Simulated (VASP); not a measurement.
A run of VASP 6.6.1:

INCAR

```
  PREC = Accurate
  ENCUT = 520
  EDIFF = 1E-6
  ISMEAR = 0
  SIGMA = 0.01
  LREAL = F
  LASPH = T
  NELM = 100
  ALGO = Normal
  ISIF = 2
  LWAVE = F
  LCHARG = F
  GGA = PE
  NBANDS = 11
```

The input KPOINTS:

```
Automatic mesh
0
Gamma
  10 10 10
```

Contents of POSCAR:

```
BAs
1.0
    0.0000000000      2.4046443048      2.4046443048
    2.4046443048      0.0000000000      2.4046443048
    2.4046443048      2.4046443048      0.0000000000
B As
1 1
Direct
    0.0000000000      0.0000000000      0.0000000000
    0.7500000000      0.7500000000      0.7500000000
```

Potentials or basis: VASP PAW PBE potentials, release 64 (B, As).

The run is started by

```console
$ cat potpaw_PBE.64/B/POTCAR potpaw_PBE.64/As/POTCAR > POTCAR
$ mpirun -np 1 vasp_std > vasp.out
```

Hardware: 1 thread of AMD EPYC 9R45 96-Core Processor (Zen 5) (shared host).

Question: Estimate the wall time of this run.

Answer: Run time: 7.9 s on 1 thread of AMD EPYC 9R45 96-Core Processor (Zen 5), on a shared host, peak memory 0.13 GiB. Counts: scf iterations 12, k points 47.
